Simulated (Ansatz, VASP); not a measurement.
Sb in VASP and in Ansatz

```
CELL_PARAMETERS angstrom
2.90720 0.00000 0.00000
0.00000 2.90720 0.00000
0.00000 0.00000 3.16000
ATOMIC_POSITIONS crystal
Sb 0.00000 0.00000 0.00000
```

Change from the starting cell: strain -0.080 along x and y, +0.000 along z, atoms carried along.

Alike in both runs: task single point; functional r2SCAN; k mesh 16 × 16 × 16; occupations gaussian, width 0.15 eV; no spin polarisation.

|  | VASP | Ansatz |
| --- | --- | --- |
| version | VASP 6.6.1 | Ansatz 0.2.0 |
| potentials or method | VASP PAW PBE potentials, release 64 (Sb), cutoff 520 eV | scalar-relativistic, plane waves, PAW |
| valence electrons in the cell | 5 | 15 |

```tsv
	VASP	Ansatz	Ansatz less VASP
gap on the k mesh at the Fermi level (eV)	none	none	-
pressure (GPa)	8.7	8.5	-0.18
traceless stress, the component that is largest in VASP (GPa)	-9.54	-9.43	+0.107
```

VASP's potentials were made for PBE, not for r2SCAN. A gap of «none» marks a metal or a gap that the smearing closes. VASP's potentials hold 5 valence electrons a cell and Ansatz's 15, so a difference there can come from the potentials and not from the codes.

Neither program's run includes spin-orbit coupling.
